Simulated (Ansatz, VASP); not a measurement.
**Ir in VASP and in Ansatz**

```
Ir
1.0
     0.00000    1.95812    1.85982
     1.95812    0.00000    1.85982
     1.95812    1.95812    0.00000
Ir
1
Direct
  0.00000 0.00000 0.00000
```

Alike in both runs: task single point; functional PBE; k mesh 22 × 22 × 22; occupations gaussian, width 0.15 eV; no spin polarisation.

```csv
,VASP,Ansatz
version,VASP 6.6.1,Ansatz 0.2.0
potentials or method,"VASP PAW PBE potentials, release 64 (Ir), cutoff 520 eV","scalar-relativistic, plane waves, PAW"
valence electrons in the cell,9,17
```

|  | VASP | Ansatz | Ansatz less VASP |
| --- | --- | --- | --- |
| gap on the k mesh at the Fermi level (eV) | none | none | - |
| pressure (GPa) | 7.2 | 6.6 | -0.65 |
| traceless stress, the component that is largest in VASP (GPa) | 12.09 | 12.17 | +0.073 |

A gap of «none» marks a metal or a gap that the smearing closes. VASP's potentials hold 9 valence electrons a cell and Ansatz's 17, so a difference there can come from the potentials and not from the codes.

Neither program's run includes spin-orbit coupling.
